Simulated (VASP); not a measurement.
Wanted: the native input for a VASP 6.6.1 run.

| Property | Result |
| --- | --- |
| Task | relaxation of cell and atoms |
| Functional | PBE |
| Potentials or basis | VASP PAW PBE potentials, release 64 (Be, B, Cl) |
| Cutoff | 600 eV |
| k mesh | 15 × 15 × 4 |
| Occupations | gaussian, width 0.1 eV |
| Spin | no spin polarisation |
| Dipole correction | no |
| Further INCAR settings | ALGO = Normal; EDIFF = 1e-06; IBRION = 2; EDIFFG = -0.01; NSW = 100; ISIF = 3 |

The structure of Be2BCl2 lies in POSCAR:

```
Be2BCl2
1.0
    3.0166083891      0.0000000000      0.0000000000
   -1.5083041946      2.6124594982      0.0000000000
    0.0000000000      0.0000000000     12.4232837166
Be B Cl
2 1 2
Direct
    0.6666666667      0.3333333333      0.4188343601
    0.3333333333      0.6666666667      0.5811656399
    0.0000000000      0.0000000000      0.0000000000
    0.3333333333      0.6666666667      0.3169622985
    0.6666666667      0.3333333333      0.6830377015
```

The cell was generated, and may not be a known phase.

The input as run:

INCAR

```
ALGO = Normal
EDIFF = 1E-6
EDIFFG = -0.01
ENCUT = 600
GGA = PE
IBRION = 2
ISIF = 3
ISMEAR = 0
LASPH = True
LCHARG = False
LREAL = False
LWAVE = False
NELM = 80
NSW = 100
PREC = Accurate
SIGMA = 0.1
```

KPOINTS

```
k-points
0
Gamma
  15 15 4
```

Potentials or basis: VASP PAW PBE potentials, release 64 (Be, B, Cl).

Command:

```bash
$ cat potpaw_PBE.64/Be/POTCAR potpaw_PBE.64/B/POTCAR potpaw_PBE.64/Cl/POTCAR > POTCAR
$ mpirun -np 1 vasp_std > vasp.out
```

It gave:

The relaxed volume is 19.32 Å³/atom, the relaxed cell is a = 2.997 Å, b = 2.997 Å, c = 12.421 Å, α = 90.00°, β = 90.00°, γ = 120.00° and the space group after relaxing (to 0.1 Å) is P-3m1 (No. 164). The energy gained by relaxing is 0.7 meV/atom, the ionic steps are 10 and the pressure after relaxing is 0.0 GPa. The largest force after relaxing is 0.005 eV/Å. The band gap on the k mesh is zero (an odd number of electrons rules out a gap without spin polarisation).

Caveat: this functional lacks dispersion, which binds layers or chains, so the pressure and a relaxed spacing across them are unreliable; an odd number of electrons without spin polarisation forces a metal; a magnetic or distorted state may lie lower.

It took 5.5 min on 1 thread of AMD EPYC 9R45 96-Core Processor (Zen 5) (shared host), peak memory 0.32 GiB.
